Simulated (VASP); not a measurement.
# PbS (Cmc2_1) in VASP: settings compared, part 2 of 2

VASP 6.6.1. The steps go on from the part before.

### Step 3. Relaxation of cell and atoms, BLYP+D3(BJ)

Contents of INCAR:

```
  AGGAC = 1.0
  AGGAX = 1.0
  ALDAC = 0.0
  ALDAX = 1.0
  ALGO = Normal
  EDIFF = 1E-7
  EDIFFG = -0.01
  ENCUT = 500
  GGA = B5
  GGA_COMPAT = F
  IBRION = 2
  ISIF = 3
  ISMEAR = 0
  IVDW = 12
  LASPH = T
  LCHARG = F
  LREAL = F
  LWAVE = F
  NELM = 120
  NELMIN = 4
  NSW = 80
  PREC = Accurate
  SIGMA = 0.01
  VDW_A1 = 0.4298
  VDW_A2 = 4.2359
  VDW_S6 = 1.0
  VDW_S8 = 2.6996
```

Contents of KPOINTS:

```
k-points
0
Gamma
  5 5 3
```

Contents of POSCAR:

```
PbS
1.0
    2.0569418400     -3.5658292700      0.0000000000
    2.0569418400      3.5658292700      0.0000000000
    0.0000000000      0.0000000000      7.5599447400
Pb S
2 2
Direct
    0.0010316600      0.9989683400      0.4867318100
    0.9989683400      0.0010316600      0.9867318100
    0.6671454800      0.3328545200      0.6924681900
    0.3328545200      0.6671454800      0.1924681900
```

Potentials or basis: VASP PAW PBE potentials, release 64 (Pb_d, S).

Launch:

```console
$ cat potpaw_PBE.64/Pb_d/POTCAR potpaw_PBE.64/S/POTCAR > POTCAR
$ mpirun -np 1 vasp_std > vasp.out
```

OUTCAR:

```text
EDIFF = 1E-7
   EDIFFG = -0.01
   ENCUT = 500
   GGA = B5
   IBRION = 2
   ISIF = 3
   ISMEAR = 0
   IVDW = 12
   LASPH = T
   LREAL = F
   NELM = 120
   NELMIN = 4
   NSW = 80
   PREC = Accurate
 IVDW          = 12

 ion  position               nearest neighbor table
   1  0.001  0.999  0.487-   3 2.84   3 2.84   3 2.84   4 3.25   4 3.26   4 3.26   2 3.78   2 3.78

   2  0.999  0.001  0.987-   4 2.84   4 2.84   4 2.84   3 3.25   3 3.26   3 3.26   1 3.78   1 3.78

   3  0.667  0.333  0.692-   1 2.84   1 2.84   1 2.84   2 3.25   2 3.26   2 3.26
   4  0.333  0.667  0.192-   2 2.84   2 2.84   2 2.84   1 3.25   1 3.26   1 3.26

  LATTYP: Found a base centered orthorhombic cell.
 ALAT       =     4.1138836800
 B/A-ratio  =     1.7335586260
 C/A-ratio  =     1.8376661394

  Lattice vectors:

 A1 = (   2.0569418400,  -3.5658292700,   0.0000000000)
 A2 = (   2.0569418400,   3.5658292700,   0.0000000000)
 A3 = (   0.0000000000,   0.0000000000,   7.5599447400)

Analysis of symmetry for initial positions (statically):
=====================================================================
 Subroutine PRICEL returns:
 Original cell was already a primitive cell.

 Routine SETGRP: Setting up the symmetry group for a
 base centered orthorhombic supercell.

 Subroutine GETGRP returns: Found  4 space group operations
 (whereof  2 operations were pure point group operations)
 out of a pool of  8 trial point group operations.

[... 140 lines left out ...]
   AEXX    =    0.0000 exact exchange contribution
   IVDW    =    12    specifies the selected vdW correction
   LEPSILON=     F    determine dielectric tensor
   LRPA    =     F    only Hartree local field effects (RPA)
 conjugate gradient relaxation of ions
 non-spin polarized calculation
 Gauss-broadening in eV      SIGMA  =   0.01
  energy-cutoff  :      500.00
  volume of cell :      110.90
 maximum number of plane-waves:      2841
 NGX is ok and might be reduce to    30
   NGX = 15   NGY = 15   NGZ = 27

--------------------------------------- Ionic step        1  -------------------------------------------

 number of electron      40.0000000 magnetization

 Free energy of the ion-electron system (eV)
  ---------------------------------------------------
  ext. energy  EPLUGINS =         0.00000000
  ---------------------------------------------------
  free energy    TOTEN  =       -15.22767790 eV

  energy without entropy =      -15.22767790  energy(sigma->0) =      -15.22767790

------------------------ aborting loop because EDIFF is reached ----------------------------------------

 Edisp (eV)   -3.00911

 E8    (eV) :    -2.2447
[... 327 lines left out ...]
--------------------------------------- Ionic step        9  -------------------------------------------

 number of electron      39.9999991 magnetization

 Free energy of the ion-electron system (eV)
  ---------------------------------------------------
  ext. energy  EPLUGINS =         0.00000000
  ---------------------------------------------------
  free energy    TOTEN  =       -15.16471853 eV

  energy without entropy =      -15.16471853  energy(sigma->0) =      -15.16471853

 E-fermi :   6.0234     XC(G=0):  -8.9445

 val. band max:        5.9564632306   @ k =   0.0000   0.0000   0.0000
 cond. band min:       6.4584725822   @ k =   0.4000   0.0000   0.0000
 fundamental gap:      0.5020093516
 Fermi energy:         6.0234066465

 k-point     1 :       0.0000    0.0000    0.0000
  band No.  band energies     occupation
      1     -11.1187      2.00000
      2     -11.0651      2.00000
      3     -11.0645      2.00000
      4     -11.0502      2.00000
      5     -11.0497      2.00000
      6     -11.0291      2.00000
[... 510 lines left out ...]
  FREE ENERGIE OF THE ION-ELECTRON SYSTEM (eV)
  ---------------------------------------------------
  free  energy   TOTEN  =       -18.2524773838 eV

  energy  without entropy=      -18.2524773838  energy(sigma->0) =      -18.25247738

 reached required accuracy - stopping structural energy minimisation
```

OSZICAR:

```text
N       E                     dE             d eps       ncg     rms          rms(c)
DAV:   1     0.408982555871E+03    0.40898E+03   -0.18696E+04   864   0.170E+03
DAV:   2     0.320849071991E+02   -0.37690E+03   -0.37243E+03   864   0.439E+02
DAV:   3    -0.148891138417E+02   -0.46974E+02   -0.46376E+02  1192   0.168E+02
DAV:   4    -0.165755651831E+02   -0.16865E+01   -0.16854E+01   952   0.368E+01
[... 84 lines left out ...]
DAV:   2    -0.151647758867E+02    0.16776E-03   -0.62678E-04  1176   0.310E-01    0.399E-02
DAV:   3    -0.151647225597E+02    0.53327E-04   -0.18735E-04  1192   0.183E-01    0.136E-02
DAV:   4    -0.151647195695E+02    0.29902E-05   -0.16833E-05  1280   0.402E-02    0.505E-03
DAV:   5    -0.151647186033E+02    0.96624E-06   -0.17002E-06  1304   0.144E-02    0.193E-03
DAV:   6    -0.151647185280E+02    0.75232E-07   -0.27406E-07   896   0.589E-03
   9 F= -.18252477E+02 E0= -.18252477E+02  d E =-.470476E-04
```

Run time: 5.6 min. Hardware: 1 thread of Intel Xeon Platinum 8375C at 2.90GHz (Ice Lake), shared host; peak memory 0.24 GiB.

Results:

| Quantity | Value |
| --- | --- |
| Free energy | -18.2525 eV |
| Relaxed volume | 27.04 Å³/atom |
| Relaxed cell | a = 4.101 Å, b = 4.101 Å, c = 7.430 Å, α = 90.00°, β = 90.00°, γ = 120.06° |
| Space group after relaxing (to 0.05 Å) | P6_3mc (No. 186) |
| Energy gained by relaxing | 3.9 meV/atom |
| Ionic steps | 9 |
| Pressure after relaxing | 0.0 GPa |
| Largest force after relaxing | 0.004 eV/Å |
| Band gap on the k mesh | 0.50 eV, indirect (least direct gap 0.66 eV) |
| Dispersion energy per atom | -0.772 eV |

Forces on the atoms (eV/Å):
```
Pb   0.000  0.002  0.003
Pb   0.000 -0.002  0.003
S    0.000  0.002 -0.003
S    0.000 -0.002 -0.003
```

Step by step:
```tsv
step	energy change (eV)	largest force (eV/Å)	pressure (GPa)	volume (Å³)
1	0.0000	0.1185	-0.21	110.90
2	-0.0031	0.1110	-0.06	110.31
3	-0.0078	0.0911	0.44	108.55
4	-0.0100	0.0663	0.25	108.74
5	-0.0123	0.0083	-0.30	109.31
6	-0.0138	0.0057	-0.23	108.98
7	-0.0156	0.0047	0.03	108.05
8	-0.0156	0.0046	0.02	108.08
9	-0.0157	0.0041	0.00	108.15
```

Final structure:
```cif
data_structure
_symmetry_space_group_name_H-M 'P 1'
_symmetry_Int_Tables_number 1
_cell_length_a 4.1010
_cell_length_b 4.1010
_cell_length_c 7.4297
_cell_angle_alpha 90.000
_cell_angle_beta 90.000
_cell_angle_gamma 120.063
_cell_volume 108.15
loop_
_atom_site_label
_atom_site_type_symbol
_atom_site_fract_x
_atom_site_fract_y
_atom_site_fract_z
_atom_site_occupancy
Pb1 Pb 0.00044 0.99956 0.47704 1
Pb2 Pb 0.99956 0.00044 0.97704 1
S1 S 0.66706 0.33294 0.70216 1
S2 S 0.33294 0.66706 0.20216 1
```

Caveat: the PAW data sets were made with another functional, which shifts forces and pressure a little; spin-orbit coupling is left out, which moves the levels of the heavy elements.
